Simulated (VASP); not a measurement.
Input of a VASP 6.6.1 run:

Contents of INCAR:

```
SYSTEM = Hg
  PREC = Accurate
  ENCUT = 550
  EDIFF = 1E-6
  ISMEAR = -1
  SIGMA = 1.0
  LREAL = .False.
  LASPH = .True.
  NELM = 120
  ALGO = Normal
  ISIF = 2
  LWAVE = .False.
  LCHARG = .True.
  GGA = CA
  LELF = .True.
  LVHAR = .True.
  NBANDS = 16
  GGA_COMPAT = .False.
```

File KPOINTS:

```
Automatic mesh
0
Gamma
  11 11 11
  0 0 0
```

The input POSCAR:

```
Hg
1.0
    1.7463233735      1.0082402698      2.1478810803
   -1.7463233735      1.0082402698      2.1478810803
    0.0000000000     -2.0164805396      2.1478810803
Hg
1
Direct
    0.0000000000      1.0000000000      0.0000000000
```

Potentials or basis: VASP PAW LDA potentials, release 64 (Hg_sv_GW).

Launch:

```console
$ cat potpaw_LDA.64/Hg_sv_GW/POTCAR > POTCAR
$ mpirun -np 1 vasp_std > vasp.out
```

Problem. Estimate the pressure.

Solution. 1.6 GPa.

Problem. Predict the band gap on the k mesh.

Solution. Zero (bands 10 and 11 overlap by 2.73 eV).

Caveat: so wide a smearing shifts energies and pressures; spin-orbit coupling is left out, which moves the levels of the heavy elements.
